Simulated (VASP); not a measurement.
# AgI (P6_3mc) in VASP: single point with LDA

Aim: the single point of AgI with LDA.

Everything below comes from runs of VASP 6.6.1. Logs are shortened: lines on timing, memory, paths and dates and some standing lists are left out, and cuts for length are marked.

## 1. The cell of the first run

It takes space group P6_3mc (No. 186, hexagonal). Conventional cell: a = 4.590 Å, b = 4.590 Å, c = 7.520 Å, α = 90.00°, β = 90.00°, γ = 120.00°. Within 3.7 Å of Ag (site symmetry 3m) lie 4 I at 2.78 to 2.82 Å. Within 3.7 Å of I (site symmetry 3m) lie 4 Ag at 2.78 to 2.82 Å.

## 2. Single point, LDA

File INCAR:

```
SYSTEM = AgI
ALGO = Normal
EDIFF = 1E-6
ENCUT = 500
GGA_COMPAT = .False.
ISIF = 2
ISMEAR = 0
LASPH = .True.
LCHARG = .True.
LELF = .True.
LREAL = .False.
LVHAR = .True.
LWAVE = .False.
NBANDS = 26
NELM = 120
PREC = Accurate
SIGMA = 0.01
```

File KPOINTS:

```
k-points
0
Gamma
  6 6 4
  0 0 0
```

File POSCAR:

```
AgI
1.0
    4.5900000000      0.0000000000      0.0000000000
   -2.2950000000      3.9750566000      0.0000000000
    0.0000000000      0.0000000000      7.5200000000
Ag I
2 2
Direct
    0.6666666700      0.3333333300      0.6300000000
    0.3333333300      0.6666666700      0.1300000000
    0.6666666700      0.3333333300      0.0000000000
    0.3333333300      0.6666666700      0.5000000000
```

Potentials or basis: VASP PAW LDA potentials, release 64 (Ag, I).

On the command line:

```bash
$ cat potpaw_LDA.64/Ag/POTCAR potpaw_LDA.64/I/POTCAR > POTCAR
$ mpirun -np 1 vasp_std > vasp.out
```

OUTCAR:

```text
SYSTEM = AgI
   EDIFF = 1E-6
   ENCUT = 500
   ISIF = 2
   ISMEAR = 0
   LASPH = .True.
   LREAL = .False.
   NELM = 120
   PREC = Accurate

 ion  position               nearest neighbor table
   1  0.667  0.333  0.630-   3 2.78   4 2.82   4 2.82   4 2.82
   2  0.333  0.667  0.130-   4 2.78   3 2.82   3 2.82   3 2.82
   3  0.667  0.333  0.000-   1 2.78   2 2.82   2 2.82   2 2.82
   4  0.333  0.667  0.500-   2 2.78   1 2.82   1 2.82   1 2.82

  LATTYP: Found a hexagonal cell.
 ALAT       =     4.5900000000
 C/A-ratio  =     1.6383442266

  Lattice vectors:

 A1 = (   4.5900000000,   0.0000000000,   0.0000000000)
 A2 = (  -2.2950000000,   3.9750566000,   0.0000000000)
 A3 = (   0.0000000000,   0.0000000000,   7.5200000000)

Analysis of symmetry for initial positions (statically):
=====================================================================
 Subroutine PRICEL returns:
 Original cell was already a primitive cell.

 Routine SETGRP: Setting up the symmetry group for a
 hexagonal supercell.

 Subroutine GETGRP returns: Found 12 space group operations
 (whereof  6 operations were pure point group operations)
 out of a pool of 24 trial point group operations.

The static configuration has the point symmetry C_3v.
 The point group associated with its full space group is C_6v.

Analysis of symmetry for dynamics (positions and initial velocities):
=====================================================================
 Subroutine PRICEL returns:
 Original cell was already a primitive cell.

 Routine SETGRP: Setting up the symmetry group for a
 hexagonal supercell.

 Subroutine GETGRP returns: Found 12 space group operations
 (whereof  6 operations were pure point group operations)
 out of a pool of 24 trial point group operations.

The dynamic configuration has the point symmetry C_3v.
 The point group associated with its full space group is C_6v.

 Subroutine INISYM returns: Found 12 space group operations
 (whereof  6 operations are pure point group operations),
 and found     1 'primitive' translations

----------------------------------------------------------------------------------------

                                     Primitive cell

  volume of cell :     137.2062

  direct lattice vectors                    reciprocal lattice vectors
     4.590000000  0.000000000  0.000000000     0.217864924  0.125784372  0.000000000
    -2.295000000  3.975056600  0.000000000     0.000000000  0.251568745  0.000000000
     0.000000000  0.000000000  7.520000000     0.000000000  0.000000000  0.132978723

  length of vectors
     4.590000000  4.589999997  7.520000000     0.251568745  0.251568745  0.132978723

  position of ions in fractional coordinates (direct lattice)
     0.666666670  0.333333330  0.630000000
     0.333333330  0.666666670  0.130000000
     0.666666670  0.333333330  0.000000000
     0.333333330  0.666666670  0.500000000

  ion indices of the primitive-cell ions
   primitive index   ion index
                 1           1
                 2           2
                 3           3
                 4           4

----------------------------------------------------------------------------------------

 KPOINTS: k-points

Automatic generation of k-mesh.
 Grid dimensions read from file:
 generate k-points for:    6    6    4

 Generating k-lattice:

  Cartesian coordinates                     Fractional coordinates (reciprocal lattice)
     0.036310821  0.020964062  0.000000000     0.166666667  0.000000000  0.000000000
     0.000000000  0.041928124  0.000000000     0.000000000  0.166666667  0.000000000
     0.000000000  0.000000000  0.033244681     0.000000000  0.000000000  0.250000000

  Length of vectors
     0.041928124  0.041928124  0.033244681

  Shift w.r.t. Gamma in fractional coordinates (k-lattice)
     0.000000000  0.000000000  0.000000000

 Subroutine IBZKPT returns following result:
 ===========================================

 Found     21 irreducible k-points:

 Following reciprocal coordinates:
            Coordinates               Weight
  0.000000  0.000000  0.000000      1.000000
  0.166667 -0.000000  0.000000      6.000000
  0.333333 -0.000000  0.000000      6.000000
  0.500000 -0.000000  0.000000      3.000000
  0.166667  0.166667  0.000000      6.000000
  0.333333  0.166667  0.000000     12.000000
[... 13 lines left out ...]
  0.333333  0.166667  0.500000     12.000000
  0.333333  0.333333  0.500000      2.000000
   k-points           NKPTS =     21   k-points in BZ     NKDIM =     21   number of bands    NBANDS=     26
   number of dos      NEDOS =    301   number of ions     NIONS =      4
   total plane-waves  NPLWV =  72576
   dimension x,y,z NGX =    36 NGY =   36 NGZ =   56
   dimension x,y,z NGXF=    72 NGYF=   72 NGZF=  112
   ions per type =               2   2
   NGX,Y,Z   is equivalent  to a cutoff of  13.04, 13.04, 12.38 a.u.
   NGXF,Y,Z  is equivalent  to a cutoff of  26.08, 26.08, 24.76 a.u.
 SYSTEM =  AgI
   PREC   = accura    normal or accurate (medium, high low for compatibility)
   ISTART =      0    job   : 0-new  1-cont  2-samecut
   ICHARG =      2    charge: 1-file 2-atom 10-const
   ISPIN  =      1    spin polarized calculation?
   LNONCOLLINEAR =      F non collinear calculations
   LSORBIT =      F    spin-orbit coupling
   LASPH  =      T    aspherical Exc in radial PAW
   ENCUT  =  500.0 eV  36.75 Ry    6.06 a.u.   8.37  8.37 13.71*2*pi/ulx,y,z
   NELM   =    120;   NELMIN=  2; NELMDL= -5     # of ELM steps
   EDIFF  = 0.1E-05   stopping-criterion for ELM
   LREAL  =      F    real-space projection
   EDIFFG = 0.1E-04   stopping-criterion for IOM
   NSW    =      0    number of steps for IOM
   IBRION =     -1    ionic relax: 0-MD 1-quasi-New 2-CG
   NFREE  =      0    steps in history (QN), initial steepest desc. (CG)
   ISIF   =      2    stress and relaxation
   ISYM   =      2    0-nonsym 1-usesym 2-fastsym
   POTIM  = 0.5000    time-step for ionic-motion
   TEBEG  =    0.0;   TEEND  =   0.0 temperature during run
   PSTRESS=    0.0 pullay stress
   NELECT =      36.0000    total number of electrons
   NUPDOWN=      -1.0000    fix difference up-down
   EMIN   =  10.00;   EMAX   =-10.00  energy-range for DOS
   EFERMI =   0.00;   METHOD = LEGACY
   ISMEAR =     0;   SIGMA  =   0.01  broadening in eV -4-tet -1-fermi 0-gaus
   EFERMI_NEDOS =   21; number of points for ismear=-14 and -15
   IALGO  =     38    algorithm
   IMIX   =      4    mixing-type and parameters
     AMIX     =   0.40;   BMIX     =  1.00
     AMIX_MAG =   1.60;   BMIX_MAG =  1.00
  volume/ion in A,a.u.               =      34.30       231.48
  Fermi-wavevector in a.u.,A,eV,Ry     =   1.048056  1.980538 14.944923  1.098421
  Thomas-Fermi vector in A             =   2.182962
   LORBIT       =      0    0 simple, 1 ext, 2 COOP (PROOUT), +10 PAW based schemes
   GGA     = CA    functional components
   LHFCALC =     F    Hartree Fock is set to
   AEXX    =    0.0000 exact exchange contribution
   IVDW    =     0    specifies the selected vdW correction
   LEPSILON=     F    determine dielectric tensor
   LRPA    =     F    only Hartree local field effects (RPA)
 non-spin polarized calculation
 Gauss-broadening in eV      SIGMA  =   0.01
  energy-cutoff  :      500.00
  volume of cell :      137.21
 maximum number of plane-waves:      3525
 NGX is ok and might be reduce to    36
   NGX = 17   NGY = 17   NGZ = 27

 number of electron      36.0000011 magnetization

 Free energy of the ion-electron system (eV)
  ---------------------------------------------------
  ext. energy  EPLUGINS =         0.00000000
  ---------------------------------------------------
  free energy    TOTEN  =       -12.16908615 eV

  energy without entropy =      -12.16908615  energy(sigma->0) =      -12.16908615

 E-fermi :   2.9352     XC(G=0):  -8.8422

 val. band max:        2.8808942086   @ k =   0.0000   0.0000   0.0000
 cond. band min:       4.0049763083   @ k =   0.0000   0.0000   0.0000
 fundamental gap:      1.1240820997
 Fermi energy:         2.9352135457

 k-point     1 :       0.0000    0.0000    0.0000
  band No.  band energies     occupation
      1      -9.9610      2.00000
      2      -9.6633      2.00000
      3      -1.3923      2.00000
      4      -1.3469      2.00000
      5      -1.3143      2.00000
      6      -1.3143      2.00000
[... 18 lines left out ...]
     25       9.4632      0.00000
     26       9.9948      0.00000

 k-point     2 :       0.1667   -0.0000    0.0000
  band No.  band energies     occupation
      1      -9.8980      2.00000
      2      -9.6331      2.00000
      3      -1.3816      2.00000
      4      -1.3477      2.00000
      5      -1.2764      2.00000
      6      -1.2325      2.00000
[... 18 lines left out ...]
     25       9.6368      0.00000
     26       9.9873      0.00000

 k-point     3 :       0.3333   -0.0000    0.0000
  band No.  band energies     occupation
      1      -9.7572      2.00000
      2      -9.5816      2.00000
      3      -1.4650      2.00000
      4      -1.3148      2.00000
      5      -1.2098      2.00000
      6      -1.1102      2.00000
[... 18 lines left out ...]
     25      10.1076      0.00000
     26      10.5705      0.00000

 k-point     4 :       0.5000   -0.0000    0.0000
  band No.  band energies     occupation
      1      -9.6691      2.00000
      2      -9.5703      2.00000
      3      -1.4505      2.00000
      4      -1.3542      2.00000
      5      -1.1826      2.00000
      6      -1.0779      2.00000
[... 18 lines left out ...]
     25      10.2733      0.00000
     26      11.9372      0.00000
[... 409 lines left out ...]
      1      -9.6943      2.00000
      2      -9.6943      2.00000
      3      -1.5102      2.00000
      4      -1.5102      2.00000
      5      -1.1848      2.00000
      6      -1.1848      2.00000
[... 18 lines left out ...]
     25       9.8157      0.00000
     26       9.8157      0.00000

 k-point    20 :       0.3333    0.1667    0.5000
  band No.  band energies     occupation
      1      -9.6184      2.00000
      2      -9.6184      2.00000
      3      -1.4983      2.00000
      4      -1.4983      2.00000
      5      -1.1276      2.00000
      6      -1.1276      2.00000
[... 18 lines left out ...]
     25      10.2425      0.00000
     26      10.2425      0.00000

 k-point    21 :       0.3333    0.3333    0.5000
  band No.  band energies     occupation
      1      -9.5929      2.00000
      2      -9.5929      2.00000
      3      -1.3943      2.00000
      4      -1.3943      2.00000
      5      -1.1863      2.00000
      6      -1.1863      2.00000
[... 18 lines left out ...]
     25      10.9111      0.00000
     26      10.9111      0.00000

------------------------ aborting loop because EDIFF is reached ----------------------------------------

  FORCE on cell =-STRESS in cart. coord.  units (eV):
  Direction    XX          YY          ZZ          XY          YZ          ZX
  --------------------------------------------------------------------------------------
  -------------------------------------------------------------------------------------
  Total       -2.1511459     -2.1511459     -1.8284410      0.0000000      0.0000000      0.0000000
  in kB      -25.1192466    -25.1192466    -21.3509741      0.0000000      0.0000000      0.0000000
  external PRESSURE =     -23.8631558 kB  Pullay stress =       0.0000000 kB

 VOLUME and BASIS-vectors are now :
 -----------------------------------------------------------------------------
  energy-cutoff  :      500.00
  volume of cell :      137.21
      direct lattice vectors                 reciprocal lattice vectors
     4.590000000  0.000000000  0.000000000     0.217864924  0.125784372  0.000000000
    -2.295000000  3.975056600  0.000000000     0.000000000  0.251568745  0.000000000
     0.000000000  0.000000000  7.520000000     0.000000000  0.000000000  0.132978723

 POSITION                                       TOTAL-FORCE (eV/Angst)
 -----------------------------------------------------------------------------------
      2.29500      1.32502      4.73760        -0.000000      0.000000     -0.076091
     -0.00000      2.65004      0.97760         0.000000      0.000000     -0.076091
      2.29500      1.32502      0.00000         0.000000      0.000000      0.076091
     -0.00000      2.65004      3.76000         0.000000      0.000000      0.076091
 -----------------------------------------------------------------------------------
    total drift:                               -0.000017      0.000010      0.000461

  FREE ENERGIE OF THE ION-ELECTRON SYSTEM (eV)
  ---------------------------------------------------
  free  energy   TOTEN  =       -12.1690861526 eV

  energy  without entropy=      -12.1690861526  energy(sigma->0) =      -12.16908615
```

Wall time 1.8 min (1 thread of AMD EPYC 7R13, shared host); peak memory 0.21 GiB.

What came out:

| Quantity | Value |
| --- | --- |
| Free energy | -12.1691 eV |
| Pressure | -2.4 GPa |
| Largest force | 0.076 eV/Å |
| Band gap on the k mesh | 1.12 eV |

Forces in eV/Å, atoms in the order of the input:
```
Ag   0.000  0.000 -0.076
Ag   0.000  0.000 -0.076
I    0.000  0.000  0.076
I    0.000  0.000  0.076
```

Caveat: spin-orbit coupling is left out, which moves the levels of the heavy elements.
